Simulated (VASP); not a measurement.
# Sr (Cmmm) in VASP: single point with PBE

Aim: the single point of Sr with PBE.

All numbers are computed with VASP 6.6.1; they aren't measurements. Logs are shortened: lines on timing, memory, paths and dates and some standing lists are left out, and cuts for length are marked.

### 1 The cell of the first run

The structure is orthorhombic, space group Cmmm (No. 65). The conventional cell has a = 3.654 Å, b = 6.822 Å, c = 5.327 Å, α = 90.00°, β = 90.00°, γ = 90.00°. Within 4.8 Å of Sr (site symmetry mmm) lie 6 Sr at 3.65 to 3.87 Å.

### 2 Single point, PBE

The input, INCAR:

```
SYSTEM = Sr
  ALGO = Normal
  EDIFF = 1E-7
  ENCUT = 520
  GGA = PE
  ISIF = 2
  ISMEAR = 0
  LASPH = .True.
  LCHARG = .True.
  LELF = .True.
  LREAL = .False.
  LVHAR = .True.
  LWAVE = .False.
  NBANDS = 11
  NELM = 100
  PREC = Accurate
  SIGMA = 0.1
```

The input, KPOINTS:

```
k-points
0
Gamma
  6 6 4
  0 0 0
```

The input, POSCAR:

```
Sr
1.0
    1.8269122747     -3.4108592341      0.0000000000
    1.8269122747      3.4108592341      0.0000000000
    0.0000000000      0.0000000000      5.3265472971
Sr
1
Direct
    0.0000000000      0.0000000000      0.0000000000
```

Potentials or basis: VASP PAW PBE potentials, release 64 (Sr_sv).

Started as:

```console
> cat potpaw_PBE.64/Sr_sv/POTCAR > POTCAR
> mpirun -np 1 vasp_std > vasp.out
```

OUTCAR:

```text
SYSTEM = Sr
   EDIFF = 1E-7
   ENCUT = 520
   GGA = PE
   ISIF = 2
   ISMEAR = 0
   LASPH = .True.
   LREAL = .False.
   NELM = 100
   PREC = Accurate

 ion  position               nearest neighbor table
   1  0.000  0.000  0.000-

  LATTYP: Found a base centered orthorhombic cell.
 ALAT       =     3.6538245494
 B/A-ratio  =     1.8670076726
 C/A-ratio  =     1.4578005115

  Lattice vectors:

 A1 = (   1.8269122747,  -3.4108592341,   0.0000000000)
 A2 = (   1.8269122747,   3.4108592341,   0.0000000000)
 A3 = (   0.0000000000,   0.0000000000,   5.3265472971)

Analysis of symmetry for initial positions (statically):
=====================================================================
 Subroutine PRICEL returns:
 Original cell was already a primitive cell.

 Routine SETGRP: Setting up the symmetry group for a
 base centered orthorhombic supercell.

 Subroutine GETGRP returns: Found  8 space group operations
 (whereof  8 operations were pure point group operations)
 out of a pool of  8 trial point group operations.

The static configuration has the point symmetry D_2h.

Analysis of symmetry for dynamics (positions and initial velocities):
=====================================================================
 Subroutine PRICEL returns:
 Original cell was already a primitive cell.

 Routine SETGRP: Setting up the symmetry group for a
 base centered orthorhombic supercell.

 Subroutine GETGRP returns: Found  8 space group operations
 (whereof  8 operations were pure point group operations)
 out of a pool of  8 trial point group operations.

The dynamic configuration has the point symmetry D_2h.

 Subroutine INISYM returns: Found  8 space group operations
 (whereof  8 operations are pure point group operations),
 and found     1 'primitive' translations

----------------------------------------------------------------------------------------

                                     Primitive cell

  volume of cell :      66.3831

  direct lattice vectors                    reciprocal lattice vectors
     1.826912275 -3.410859234  0.000000000     0.273685829 -0.146590629  0.000000000
     1.826912275  3.410859234  0.000000000     0.273685829  0.146590629  0.000000000
     0.000000000  0.000000000  5.326547297     0.000000000  0.000000000  0.187738876

  length of vectors
[... 79 lines left out ...]
   NELM   =    100;   NELMIN=  2; NELMDL= -5     # of ELM steps
   EDIFF  = 0.1E-06   stopping-criterion for ELM
   LREAL  =      F    real-space projection
   EDIFFG = 0.1E-05   stopping-criterion for IOM
   NSW    =      0    number of steps for IOM
   IBRION =     -1    ionic relax: 0-MD 1-quasi-New 2-CG
   NFREE  =      0    steps in history (QN), initial steepest desc. (CG)
   ISIF   =      2    stress and relaxation
   ISYM   =      2    0-nonsym 1-usesym 2-fastsym
   POTIM  = 0.5000    time-step for ionic-motion
   TEBEG  =    0.0;   TEEND  =   0.0 temperature during run
   PSTRESS=    0.0 pullay stress
   NELECT =      10.0000    total number of electrons
   NUPDOWN=      -1.0000    fix difference up-down
   EMIN   =  10.00;   EMAX   =-10.00  energy-range for DOS
   EFERMI =   0.00;   METHOD = LEGACY
   ISMEAR =     0;   SIGMA  =   0.10  broadening in eV -4-tet -1-fermi 0-gaus
   EFERMI_NEDOS =   21; number of points for ismear=-14 and -15
   IALGO  =     38    algorithm
   IMIX   =      4    mixing-type and parameters
     AMIX     =   0.40;   BMIX     =  1.00
     AMIX_MAG =   1.60;   BMIX_MAG =  1.00
  volume/ion in A,a.u.               =      66.38       447.98
  Fermi-wavevector in a.u.,A,eV,Ry     =   0.871075  1.646094 10.323724  0.758772
  Thomas-Fermi vector in A             =   1.990131
   LORBIT       =      0    0 simple, 1 ext, 2 COOP (PROOUT), +10 PAW based schemes
   GGA     = PE    functional components
   LHFCALC =     F    Hartree Fock is set to
   AEXX    =    0.0000 exact exchange contribution
   IVDW    =     0    specifies the selected vdW correction
   LEPSILON=     F    determine dielectric tensor
   LRPA    =     F    only Hartree local field effects (RPA)
 non-spin polarized calculation
 Gauss-broadening in eV      SIGMA  =   0.10
  energy-cutoff  :      520.00
  volume of cell :       66.38
 maximum number of plane-waves:      1820
 NGX is ok and might be reduce to    30
   NGX = 15   NGY = 15   NGZ = 19

 number of electron      10.0000000 magnetization

 Free energy of the ion-electron system (eV)
  ---------------------------------------------------
  ext. energy  EPLUGINS =         0.00000000
  ---------------------------------------------------
  free energy    TOTEN  =        -0.99837849 eV

  energy without entropy =       -0.99344947  energy(sigma->0) =       -0.99591398

 E-fermi :   0.7600     XC(G=0):  -6.6197

 val. band max:        0.7103883485   @ k =   0.3333   0.0000   0.5000
 cond. band min:       0.8253484861   @ k =   0.5000   0.1667   0.5000
 fundamental gap:      0.1149601375
 Fermi energy:         0.7600258696

 k-point     1 :       0.0000    0.0000    0.0000
  band No.  band energies     occupation
      1     -35.8984      2.00000
      2     -17.9544      2.00000
      3     -17.6525      2.00000
      4     -17.6238      2.00000
      5      -2.4300      2.00000
      6       1.1180      0.00000
      7       2.9507      0.00000
      8       3.5228      0.00000
      9       3.9110      0.00000
     10       5.4309      0.00000
     11       5.7072      0.00000
[... 309 lines left out ...]
 k-point    24 :       0.5000    0.3333    0.2500
  band No.  band energies     occupation
      1     -35.8597      2.00000
      2     -18.0009      2.00000
      3     -17.8972      2.00000
      4     -17.7998      2.00000
      5       0.5151      1.99947
      6       1.3569      0.00000
      7       1.9942      0.00000
      8       2.8999      0.00000
      9       3.8739      0.00000
     10       6.2266      0.00000
     11       6.4091      0.00000

 [... further k-points ...]
[... 5 lines left out ...]
  --------------------------------------------------------------------------------------
  -------------------------------------------------------------------------------------
  Total        2.1677749      1.2404993     -1.2036542      0.0000000      0.0000000      0.0000000
  in kB       52.3199709     29.9398657    -29.0505953      0.0000000      0.0000000      0.0000000
  external PRESSURE =      17.7364137 kB  Pullay stress =       0.0000000 kB

 VOLUME and BASIS-vectors are now :
 -----------------------------------------------------------------------------
  energy-cutoff  :      520.00
  volume of cell :       66.38
      direct lattice vectors                 reciprocal lattice vectors
     1.826912275 -3.410859234  0.000000000     0.273685829 -0.146590629  0.000000000
     1.826912275  3.410859234  0.000000000     0.273685829  0.146590629  0.000000000
     0.000000000  0.000000000  5.326547297     0.000000000  0.000000000  0.187738876

 POSITION                                       TOTAL-FORCE (eV/Angst)
 -----------------------------------------------------------------------------------
      0.00000      0.00000      0.00000         0.000000      0.000000      0.000000
 -----------------------------------------------------------------------------------
    total drift:                                0.000000      0.000000     -0.000000

  FREE ENERGIE OF THE ION-ELECTRON SYSTEM (eV)
  ---------------------------------------------------
  free  energy   TOTEN  =        -0.9983784897 eV

  energy  without entropy=       -0.9934494659  energy(sigma->0) =       -0.99591398
```

OSZICAR:

```text
N       E                     dE             d eps       ncg     rms          rms(c)
DAV:   1     0.389678572891E+02    0.38968E+02   -0.45516E+03   858   0.757E+02
DAV:   2     0.118936607779E+01   -0.37778E+02   -0.37039E+02  1009   0.151E+02
DAV:   3    -0.941506100829E+00   -0.21309E+01   -0.20805E+01  1308   0.255E+01
DAV:   4    -0.108076611333E+01   -0.13926E+00   -0.13844E+00  1106   0.567E+00
DAV:   5    -0.108305833410E+01   -0.22922E-02   -0.22913E-02  1254   0.662E-01    0.117E+01
DAV:   6    -0.100500875411E+01    0.78050E-01   -0.12895E-01   981   0.126E+00    0.635E+00
DAV:   7    -0.998446275268E+00    0.65625E-02   -0.75831E-02   986   0.115E+00    0.766E-01
DAV:   8    -0.998273728327E+00    0.17255E-03   -0.30568E-03   984   0.259E-01    0.131E-01
DAV:   9    -0.998321204233E+00   -0.47476E-04   -0.70625E-04  1090   0.113E-01    0.279E-02
DAV:  10    -0.998367678592E+00   -0.46474E-04   -0.52203E-05  1030   0.381E-02    0.146E-02
DAV:  11    -0.998378450054E+00   -0.10771E-04   -0.10299E-05   989   0.169E-02    0.534E-03
DAV:  12    -0.998378683398E+00   -0.23334E-06   -0.68483E-07  1148   0.377E-03    0.178E-03
DAV:  13    -0.998378501813E+00    0.18159E-06   -0.19877E-07   981   0.187E-03    0.712E-04
DAV:  14    -0.998378489664E+00    0.12149E-07   -0.15747E-08   549   0.779E-04
   1 F= -.99837849E+00 E0= -.99591398E+00  d E =-.492902E-02
```

Run time: 29 s. Hardware: 1 thread of Intel Xeon Platinum 8259CL at 2.50GHz (Skylake/Cascade Lake), shared host; peak memory 0.18 GiB.

Results:

| Item | Value |
| --- | --- |
| Free energy | -0.9984 eV |
| Pressure | 1.8 GPa |
| Band gap on the k mesh | zero (band 5 reaches 1.59 eV, above the bottom of band 6 at 0.08 eV) |

Levels at points of the mesh, in eV from the Fermi level:
```tsv
k point	band 3	band 4	band 5	band 6	band 7	band 8
(0.00, 0.00, 0.00)	-18.41	-18.38	-3.19	0.36	2.19	2.76
(0.50, 0.00, 0.00)	-18.64	-18.52	-0.59	1.09	1.21	1.85
(0.50, 0.50, 0.00)	-18.66	-18.46	-0.70	0.69	1.20	1.60
(0.00, 0.00, 0.50)	-18.41	-18.38	-2.52	-0.68	2.22	2.74
(0.50, 0.00, 0.50)	-18.64	-18.52	-0.33	0.24	2.06	2.93
(0.50, 0.50, 0.50)	-18.67	-18.46	-0.39	0.14	1.62	2.52
```
